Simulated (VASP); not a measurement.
**C: single point with PBE+D3(BJ)**

C:

```
C
1.0
     1.22227    0.70568    3.33349
    -1.22227    0.70568    3.33349
     0.00000   -1.41135    3.33349
C
2
Direct
  0.17413 0.17413 0.17413
  0.82587 0.82587 0.82587
```

```
Program             : VASP 6.6.1
Task                : single point
Functional          : PBE
Dispersion          : D3(BJ)
Potentials or basis : VASP PAW PBE potentials, release 64 (C)
Cutoff              : 520 eV
k mesh              : 15 × 15 × 15
Occupations         : gaussian, width 0.05 eV
Spin                : no spin polarisation
```

```
Pressure                   : 6.8 GPa
Largest force              : 2.495 eV/Å
Band gap on the k mesh     : 0.46 eV, direct
Dispersion energy per atom : -0.158 eV
```

Forces in eV/Å, atoms in the order of the input:
```
C    0.000  0.000 -2.495
C    0.000  0.000  2.495
```

Stress tensor (GPa, compression positive):
```
11.72  0.00  0.00
 0.00 11.72  0.00
 0.00  0.00 -3.15
```

Levels at points of the mesh, in eV from the valence-band top:
```csv
k point,band 1,band 2,band 3,band 4,band 5,band 6,band 7,band 8
"(0.00, 0.00, 0.00)",-19.52,-6.31,-2.51,-2.51,4.01,8.84,8.84,12.35
```

It took 76 s on 1 thread of AMD EPYC 9R45 (Zen 5), on a shared host, peak memory 0.16 GiB.

Caveat: forces of over 1 eV/Å act on the atoms, so gaps and moduli don't describe the material at rest. A k mesh can miss the band edges.
